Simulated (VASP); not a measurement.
# Cu (Fm-3m) in VASP: further runs

Runs on Cu. Level: LDA. Tasks: single point.

All numbers are computed with VASP 6.6.1; they aren't measurements. Logs are shortened: lines on timing, memory, paths and dates and some standing lists are left out, and cuts for length are marked.

### Step 1. The cell of the first run

The structure is cubic, space group Fm-3m (No. 225). Conventional cell: a = 3.440 Å, b = 3.440 Å, c = 3.440 Å, α = 90.00°, β = 90.00°, γ = 90.00°. Cu (site symmetry m-3m) has 12 Cu at 2.43 Å within 3.2 Å.

### Step 2. Single point, LDA

The input, INCAR:

```
PREC = Accurate
ENCUT = 520
EDIFF = 1E-6
ISMEAR = -1
SIGMA = 0.1
LREAL = F
LASPH = T
NELM = 100
ALGO = Normal
ISIF = 2
LWAVE = F
LCHARG = F
NBANDS = 12
```

The input, KPOINTS:

```
Automatic mesh
0
Gamma
  26 26 26
```

The input, POSCAR:

```
Cu
1.0
    0.0000000000      1.7201694954      1.7201694954
    1.7201694954      0.0000000000      1.7201694954
    1.7201694954      1.7201694954      0.0000000000
Cu
1
Direct
    0.0000000000      0.0000000000      0.0000000000
```

Potentials or basis: VASP PAW LDA potentials, release 64 (Cu).

Run with:

```sh
$ cat potpaw_LDA.64/Cu/POTCAR > POTCAR
$ mpirun -np 1 vasp_std > vasp.out
```

OUTCAR:

```text
PREC = Accurate
   ENCUT = 520
   EDIFF = 1E-6
   ISMEAR = -1
   LREAL = F
   LASPH = T
   NELM = 100
   ISIF = 2

 ion  position               nearest neighbor table
   1  0.000  0.000  0.000-

  LATTYP: Found a face centered cubic cell.
 ALAT       =     3.4403389908

  Lattice vectors:

 A1 = (   0.0000000000,   1.7201694954,   1.7201694954)
 A2 = (   1.7201694954,   0.0000000000,   1.7201694954)
 A3 = (   1.7201694954,   1.7201694954,   0.0000000000)

Analysis of symmetry for initial positions (statically):
=====================================================================
 Subroutine PRICEL returns:
 Original cell was already a primitive cell.

 Routine SETGRP: Setting up the symmetry group for a
 face centered cubic supercell.

 Subroutine GETGRP returns: Found 48 space group operations
 (whereof 48 operations were pure point group operations)
 out of a pool of 48 trial point group operations.

The static configuration has the point symmetry O_h .

Analysis of symmetry for dynamics (positions and initial velocities):
=====================================================================
 Subroutine PRICEL returns:
 Original cell was already a primitive cell.

 Routine SETGRP: Setting up the symmetry group for a
 face centered cubic supercell.

 Subroutine GETGRP returns: Found 48 space group operations
 (whereof 48 operations were pure point group operations)
 out of a pool of 48 trial point group operations.

The dynamic configuration has the point symmetry O_h .

 Subroutine INISYM returns: Found 48 space group operations
 (whereof 48 operations are pure point group operations),
 and found     1 'primitive' translations

----------------------------------------------------------------------------------------

                                     Primitive cell

  volume of cell :      10.1799

  direct lattice vectors                    reciprocal lattice vectors
     0.000000000  1.720169495  1.720169495    -0.290669031  0.290669031  0.290669031
     1.720169495  0.000000000  1.720169495     0.290669031 -0.290669031  0.290669031
     1.720169495  1.720169495  0.000000000     0.290669031  0.290669031 -0.290669031

  length of vectors
     2.432687030  2.432687030  2.432687030     0.503453529  0.503453529  0.503453529

  position of ions in fractional coordinates (direct lattice)
     0.000000000  0.000000000  0.000000000

  ion indices of the primitive-cell ions
   primitive index   ion index
                 1           1

----------------------------------------------------------------------------------------

 KPOINTS: Automatic mesh

Automatic generation of k-mesh.
 Grid dimensions read from file:
 generate k-points for:   26   26   26

 Generating k-lattice:

  Cartesian coordinates                     Fractional coordinates (reciprocal lattice)
    -0.011179578  0.011179578  0.011179578     0.038461538  0.000000000  0.000000000
     0.011179578 -0.011179578  0.011179578     0.000000000  0.038461538  0.000000000
     0.011179578  0.011179578 -0.011179578     0.000000000  0.000000000  0.038461538

  Length of vectors
     0.019363597  0.019363597  0.019363597

  Shift w.r.t. Gamma in fractional coordinates (k-lattice)
     0.000000000  0.000000000  0.000000000

 Subroutine IBZKPT returns following result:
 ===========================================

 Found    511 irreducible k-points:

 Following reciprocal coordinates:
            Coordinates               Weight
  0.000000  0.000000  0.000000      1.000000
  0.038462  0.000000  0.000000      8.000000
  0.076923  0.000000  0.000000      8.000000
  0.115385  0.000000  0.000000      8.000000
  0.153846  0.000000  0.000000      8.000000
  0.192308  0.000000  0.000000      8.000000
[... 16 lines left out ...]
  0.346154  0.038462  0.000000     24.000000
  0.384615  0.038462  0.000000     24.000000
 [... further k-points ...]
   k-points           NKPTS =    511   k-points in BZ     NKDIM =    511   number of bands    NBANDS=     12
   number of dos      NEDOS =    301   number of ions     NIONS =      1
   total plane-waves  NPLWV =   5832
   dimension x,y,z NGX =    18 NGY =   18 NGZ =   18
   dimension x,y,z NGXF=    36 NGYF=   36 NGZF=   36
   ions per type =               1
   NGX,Y,Z   is equivalent  to a cutoff of  12.30, 12.30, 12.30 a.u.
   NGXF,Y,Z  is equivalent  to a cutoff of  24.60, 24.60, 24.60 a.u.
 SYSTEM =  unknown system
   PREC   = accura    normal or accurate (medium, high low for compatibility)
   ISTART =      0    job   : 0-new  1-cont  2-samecut
   ICHARG =      2    charge: 1-file 2-atom 10-const
   ISPIN  =      1    spin polarized calculation?
   LNONCOLLINEAR =      F non collinear calculations
   LSORBIT =      F    spin-orbit coupling
   LASPH  =      T    aspherical Exc in radial PAW
   ENCUT  =  520.0 eV  38.22 Ry    6.18 a.u.   4.52  4.52  4.52*2*pi/ulx,y,z
   NELM   =    100;   NELMIN=  2; NELMDL= -5     # of ELM steps
   EDIFF  = 0.1E-05   stopping-criterion for ELM
   LREAL  =      F    real-space projection
   EDIFFG = 0.1E-04   stopping-criterion for IOM
   NSW    =      0    number of steps for IOM
   IBRION =     -1    ionic relax: 0-MD 1-quasi-New 2-CG
   NFREE  =      0    steps in history (QN), initial steepest desc. (CG)
   ISIF   =      2    stress and relaxation
   ISYM   =      2    0-nonsym 1-usesym 2-fastsym
   POTIM  = 0.5000    time-step for ionic-motion
   TEBEG  =    0.0;   TEEND  =   0.0 temperature during run
   PSTRESS=    0.0 pullay stress
   NELECT =      11.0000    total number of electrons
   NUPDOWN=      -1.0000    fix difference up-down
   EMIN   =  10.00;   EMAX   =-10.00  energy-range for DOS
   EFERMI =   0.00;   METHOD = LEGACY
   ISMEAR =    -1;   SIGMA  =   0.10  broadening in eV -4-tet -1-fermi 0-gaus
   EFERMI_NEDOS =   21; number of points for ismear=-14 and -15
   IALGO  =     38    algorithm
   IMIX   =      4    mixing-type and parameters
     AMIX     =   0.40;   BMIX     =  1.00
     AMIX_MAG =   1.60;   BMIX_MAG =  1.00
  volume/ion in A,a.u.               =      10.18        68.70
  Fermi-wavevector in a.u.,A,eV,Ry     =   1.679930  3.174607 38.397877  2.822164
  Thomas-Fermi vector in A             =   2.763755
   LORBIT       =      0    0 simple, 1 ext, 2 COOP (PROOUT), +10 PAW based schemes
   GGA     = CA    functional components
   LHFCALC =     F    Hartree Fock is set to
   AEXX    =    0.0000 exact exchange contribution
   IVDW    =     0    specifies the selected vdW correction
   LEPSILON=     F    determine dielectric tensor
   LRPA    =     F    only Hartree local field effects (RPA)
 non-spin polarized calculation
  energy-cutoff  :      520.00
  volume of cell :       10.18
 maximum number of plane-waves:       291
   NGX =  9   NGY =  9   NGZ =  9

 number of electron      11.0000001 magnetization

 Free energy of the ion-electron system (eV)
  ---------------------------------------------------
  ext. energy  EPLUGINS =         0.00000000
  ---------------------------------------------------
  free energy    TOTEN  =        -4.67718835 eV

  energy without entropy =       -4.66861984  energy(sigma->0) =       -4.67290409

 E-fermi :   9.3960     XC(G=0): -13.9946

 val. band max:        9.3930581021   @ k =   0.4615   0.2308   0.0000
 cond. band min:       9.4346910919   @ k =   0.5000   0.3462   0.1538
 fundamental gap:      0.0416329898
 Fermi energy:         9.3959538501

 k-point     1 :       0.0000    0.0000    0.0000
  band No.  band energies     occupation
      1      -1.1827      2.00000
      2       5.7802      2.00000
      3       5.7802      2.00000
      4       5.7802      2.00000
      5       6.8339      2.00000
      6       6.8339      2.00000
      7      33.1908      0.00000
      8      36.8747      0.00000
      9      36.8747      0.00000
     10      36.8747      0.00000
     11      39.6131      0.00000
     12      39.6131      0.00000

 k-point     2 :       0.0385    0.0000    0.0000
  band No.  band energies     occupation
      1      -1.1225      2.00000
      2       5.7652      2.00000
      3       5.7933      2.00000
      4       5.7933      2.00000
      5       6.8283      2.00000
      6       6.8283      2.00000
      7      32.9915      0.00000
      8      35.8798      0.00000
      9      36.6882      0.00000
     10      36.6882      0.00000
     11      39.8749      0.00000
     12      39.8749      0.00000

 k-point     3 :       0.0769    0.0000    0.0000
  band No.  band energies     occupation
      1      -0.9431      2.00000
      2       5.7222      2.00000
      3       5.8302      2.00000
      4       5.8302      2.00000
      5       6.8139      2.00000
      6       6.8139      2.00000
      7      32.0764      0.00000
      8      34.7178      0.00000
      9      36.2704      0.00000
     10      36.2704      0.00000
     11      40.5030      0.00000
     12      40.5030      0.00000

 k-point     4 :       0.1154    0.0000    0.0000
  band No.  band energies     occupation
      1      -0.6480      2.00000
      2       5.6573      2.00000
      3       5.8833      2.00000
      4       5.8833      2.00000
      5       6.7980      2.00000
      6       6.7980      2.00000
      7      30.3181      0.00000
      8      34.2387      0.00000
      9      35.7975      0.00000
     10      35.7975      0.00000
     11      41.2495      0.00000
     12      41.2500      0.00000

 k-point     5 :       0.1538    0.0000    0.0000
  band No.  band energies     occupation
      1      -0.2439      2.00000
      2       5.5807      2.00000
      3       5.9387      2.00000
      4       5.9387      2.00000
      5       6.7936      2.00000
      6       6.7936      2.00000
      7      28.2645      0.00000
      8      33.9920      0.00000
      9      35.3463      0.00000
     10      35.3463      0.00000
     11      41.3407      0.00000
     12      41.7854      0.00000

 k-point     6 :       0.1923    0.0000    0.0000
  band No.  band energies     occupation
      1       0.2579      2.00000
      2       5.5076      2.00000
      3       5.9780      2.00000
      4       5.9780      2.00000
      5       6.8178      2.00000
      6       6.8178      2.00000
      7      26.1695      0.00000
      8      33.7418      0.00000
      9      34.9440      0.00000
     10      34.9440      0.00000
     11      41.3895      0.00000
     12      41.5895      0.00000

 k-point     7 :       0.2308    0.0000    0.0000
  band No.  band energies     occupation
      1       0.8384      2.00000
      2       5.4596      2.00000
      3       5.9862      2.00000
      4       5.9862      2.00000
      5       6.8834      2.00000
      6       6.8834      2.00000
      7      24.1077      0.00000
      8      33.4351      0.00000
      9      34.5998      0.00000
     10      34.5998      0.00000
     11      40.7932      0.00000
     12      40.7932      0.00000

 k-point     8 :       0.2692    0.0000    0.0000
  band No.  band energies     occupation
      1       1.4648      2.00000
      2       5.4698      2.00000
      3       5.9625      2.00000
      4       5.9625      2.00000
      5       6.9877      2.00000
      6       6.9877      2.00000
      7      22.1113      0.00000
      8      33.0812      0.00000
      9      34.3154      0.00000
     10      34.3154      0.00000
     11      39.8593      0.00000
     12      39.8593      0.00000
[... 166 lines left out ...]
 k-point    20 :       0.2308    0.0385    0.0000
  band No.  band energies     occupation
      1       0.6866      2.00000
      2       5.4442      2.00000
      3       5.9950      2.00000
      4       6.0059      2.00000
      5       6.7778      2.00000
      6       6.9435      2.00000
      7      24.8288      0.00000
      8      33.0400      0.00000
      9      33.3832      0.00000
     10      36.5631      0.00000
     11      39.0936      0.00000
     12      42.1280      0.00000

 k-point    21 :       0.2692    0.0385    0.0000
  band No.  band energies     occupation
      1       1.3006      2.00000
      2       5.4267      2.00000
      3       5.9710      2.00000
      4       5.9939      2.00000
      5       6.8835      2.00000
      6       7.0378      2.00000
      7      22.8076      0.00000
      8      32.7247      0.00000
      9      33.0675      0.00000
     10      36.1352      0.00000
     11      38.5836      0.00000
     12      41.2880      0.00000

 k-point    22 :       0.3077    0.0385    0.0000
  band No.  band energies     occupation
      1       1.9264      2.00000
      2       5.4941      2.00000
      3       5.9217      2.00000
      4       5.9576      2.00000
      5       7.0290      2.00000
      6       7.1550      2.00000
      7      20.8665      0.00000
      8      32.4050      0.00000
      9      32.8358      0.00000
     10      35.6119      0.00000
     11      38.0708      0.00000
     12      40.4076      0.00000

 k-point    23 :       0.3462    0.0385    0.0000
  band No.  band energies     occupation
      1       2.4913      2.00000
      2       5.7037      2.00000
      3       5.8631      2.00000
      4       5.9086      2.00000
      5       7.1996      2.00000
      6       7.2782      2.00000
      7      19.0284      0.00000
      8      32.0980      0.00000
      9      32.6924      0.00000
     10      35.0392      0.00000
     11      37.6556      0.00000
     12      39.5799      0.00000

 k-point    24 :       0.3846    0.0385    0.0000
  band No.  band energies     occupation
      1       2.9165      2.00000
      2       5.8061      2.00000
      3       5.8577      2.00000
      4       6.0971      2.00000
      5       7.3909      2.00000
      6       7.3930      2.00000
      7      17.3253      0.00000
      8      31.8218      0.00000
      9      32.6429      0.00000
     10      34.4645      0.00000
     11      37.3817      0.00000
     12      38.8409      0.00000

 [... further k-points ...]
[... 5 lines left out ...]
  --------------------------------------------------------------------------------------
  -------------------------------------------------------------------------------------
  Total        1.0100289      1.0100289      1.0100289     -0.0000000      0.0000000     -0.0000000
  in kB      158.9646879    158.9646879    158.9646879     -0.0000000      0.0000000     -0.0000000
  external PRESSURE =     158.9646879 kB  Pullay stress =       0.0000000 kB

 VOLUME and BASIS-vectors are now :
 -----------------------------------------------------------------------------
  energy-cutoff  :      520.00
  volume of cell :       10.18
      direct lattice vectors                 reciprocal lattice vectors
     0.000000000  1.720169495  1.720169495    -0.290669031  0.290669031  0.290669031
     1.720169495  0.000000000  1.720169495     0.290669031 -0.290669031  0.290669031
     1.720169495  1.720169495  0.000000000     0.290669031  0.290669031 -0.290669031

 POSITION                                       TOTAL-FORCE (eV/Angst)
 -----------------------------------------------------------------------------------
      0.00000      0.00000      0.00000         0.000000      0.000000      0.000000
 -----------------------------------------------------------------------------------
    total drift:                                0.000000     -0.000000     -0.000000

  FREE ENERGIE OF THE ION-ELECTRON SYSTEM (eV)
  ---------------------------------------------------
  free  energy   TOTEN  =        -4.6771883508 eV

  energy  without entropy=       -4.6686198384  energy(sigma->0) =       -4.67290409
```

Wall time 20 s (1 thread of Intel Xeon 6975P-C (Granite Rapids), shared host); peak memory 0.16 GiB.

Results:

| Item | Value |
| --- | --- |
| Free energy | -4.6772 eV |
| Pressure | 15.9 GPa |

### Step 3. Single point, LDA

This run uses another cell than the first one, of 10.39 Å³/atom, 1.020 times its volume.

The input, INCAR:

```
PREC = Accurate
ENCUT = 520
EDIFF = 1E-6
ISMEAR = -1
SIGMA = 0.1
LREAL = False
LASPH = True
NELM = 60
ALGO = Normal
ISIF = 2
LWAVE = False
LCHARG = False
GGA = CA
NBANDS = 12
```

KPOINTS is that of step 2.

The input, POSCAR:

```
Cu
1.0
    0.0000000000      1.7318041461      1.7318041461
    1.7318041461      0.0000000000      1.7318041461
    1.7318041461      1.7318041461      0.0000000000
Cu
1
Direct
    0.0000000000      0.0000000000      0.0000000000
```

Potentials or basis: VASP PAW LDA potentials, release 64 (Cu).

Run with:

```sh
$ cat potpaw_LDA.64/Cu/POTCAR > POTCAR
$ mpirun -np 1 vasp_std > vasp.out
```

Wall time 19 s (1 thread of Intel Xeon 6975P-C (Granite Rapids), shared host); peak memory 0.16 GiB.

Results (log left out):

* Free energy: -4.6946 eV
* Pressure: 10.9 GPa

Levels at points of the mesh, in eV from the Fermi level:
| k point | band 2 | band 3 | band 4 | band 5 | band 6 | band 7 | band 8 | band 9 | band 10 | band 11 |
| --- | --- | --- | --- | --- | --- | --- | --- | --- | --- | --- |
| (0.00, 0.00, 0.00) | -3.54 | -3.54 | -3.54 | -2.51 | -2.51 | 23.65 | 27.16 | 27.16 | 27.16 | 29.86 |
| (0.50, 0.00, 0.00) | -3.57 | -3.57 | -1.82 | -1.82 | -1.40 | 4.39 | 22.11 | 23.94 | 23.94 | 26.96 |
| (0.50, 0.50, 0.00) | -5.24 | -1.84 | -1.65 | -1.65 | 1.36 | 8.03 | 14.00 | 14.00 | 18.98 | 22.46 |

(Continued in part 2 of 2.)
